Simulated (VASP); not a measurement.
Write the native input for VASP 6.6.1 that does the following.

```
Task                   : single point
Functional             : LDA
Potentials or basis    : VASP PAW LDA potentials, release 64 (Sr_sv, Ir_sv_GW, O)
Cutoff                 : 700 eV
k mesh                 : 6 × 6 × 6
Occupations            : fermi-dirac, width 0.1 eV
Spin                   : no spin polarisation
Dipole correction      : no
Further INCAR settings : ALGO = Normal; EDIFF = 1e-06; NBANDS = 30
```

The structure of SrIrO3 lies in POSCAR:

```
SrIrO3
1.0
    3.9057083778      0.0000000000      0.0000000000
    0.0000000000      3.9057078804      0.0000000000
    0.0000000000      0.0000000000      3.9057083778
Sr Ir O
1 1 3
Direct
    0.0000000000      0.0000000000      0.0000000000
    0.5000000000      0.5000000000      0.5000000000
    0.5000000000      0.5000000000      0.0000000000
    0.5000000000      0.0000000000      0.5000000000
    0.0000000000      0.5000000000      0.5000000000
```

The input as run:

INCAR

```
  PREC = Accurate
  ENCUT = 700
  EDIFF = 1E-6
  ISMEAR = -1
  SIGMA = 0.1
  LREAL = False
  LASPH = True
  NELM = 120
  ALGO = Normal
  ISIF = 2
  LWAVE = False
  LCHARG = False
  NBANDS = 30
  GGA_COMPAT = False
```

KPOINTS

```
regular mesh
0
Gamma
  6 6 6
```

Potentials or basis: VASP PAW LDA potentials, release 64 (Sr_sv, Ir_sv_GW, O).

Launch:

```console
$ cat potpaw_LDA.64/Sr_sv/POTCAR potpaw_LDA.64/Ir_sv_GW/POTCAR potpaw_LDA.64/O/POTCAR > POTCAR
$ mpirun -np 1 vasp_std > vasp.out
```

It gave:

- Pressure: 0.7 GPa
- Band gap on the k mesh: zero (an odd number of electrons rules out a gap without spin polarisation)

Caveat: spin-orbit coupling is left out, which moves the levels of the heavy elements; an odd number of electrons without spin polarisation forces a metal; a magnetic or distorted state may lie lower.

It took 24 s on 1 thread of Intel(R) Xeon(R) 6975P-C (Granite Rapids), on a shared host, peak memory 0.21 GiB.
